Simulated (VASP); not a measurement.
Input of a VASP 6.6.1 run:

File INCAR:

```
PREC = Accurate
ENCUT = 520
EDIFF = 1E-7
ISMEAR = -1
SIGMA = 0.05
LREAL = Auto
LASPH = True
NELM = 60
ALGO = Normal
ISIF = 2
LWAVE = False
LCHARG = False
GGA = PE
ISYM = 0
NBANDS = 98
```

File KPOINTS:

```
Automatic mesh
0
Gamma
  1 1 1
  0.25 0.25 0.25
```

POSCAR

```
Sr13Li7Mg4
1.0
    9.8738250000     -0.1431370000     -0.0271780000
   -0.1431370000     10.2495160000      0.4011450000
   -0.0271780000      0.4011450000      9.9890070000
Sr Li Mg
13 7 4
Direct
    0.0332405040      0.8271830472      0.5626396164
    0.4171141057      0.2981712322      0.4341139643
    0.1235820379      0.4432432441      0.5920563377
    0.7157761494      0.9145458196      0.2028145422
    0.4380858718      0.5897997524      0.1181126488
    0.3086643305      0.9335971731      0.2418604813
    0.3737431890      0.0681792276      0.8266197867
    0.0691527728      0.1663964174      0.3187465324
    0.0431979960      0.8306156399      0.9796755297
    0.0582417052      0.4312001721      1.0049196181
    0.7100188015      0.2914772258      0.1299292572
    0.5511933485      0.6332646944      0.4924591971
    0.9762598053      0.1608220022      0.7552760597
    0.7261364218      0.0662656034      0.4830338812
    0.6204495300      0.6875466812      0.8593241214
    0.7873206941      0.4795246753      0.8143361874
    0.7073177559      0.8899856650      0.7117103014
    0.8615939476      0.5369761852      0.3271285212
    0.1026641590      0.6408752374      0.2600257773
    0.6961855288      0.2053837504      0.7946524881
    0.4817785264      0.4275787995      0.8257602261
    0.7721820917      0.3537889968      0.5307802545
    0.3380275378      0.2651680464      0.0873278071
    0.3247836476      0.7226927878      0.7797785477
```

Potentials or basis: VASP PAW PBE potentials, release 64 (Sr_sv, Li_sv, Mg).

Run with:

```sh
$ cat potpaw_PBE.64/Sr_sv/POTCAR potpaw_PBE.64/Li_sv/POTCAR potpaw_PBE.64/Mg/POTCAR > POTCAR
$ mpirun -np 1 vasp_std > vasp.out
```

(1) Predict the band gap on the k mesh.

(2) Predict the largest force.

Answers

(1) zero (an odd number of electrons rules out a gap without spin polarisation).

(2) 0.952 eV/Å.

Caveat: the k points lie up to 0.64 Å⁻¹ apart, too coarse for converged energies and pressures of a metal; the atoms stand as in a frame of molecular dynamics.
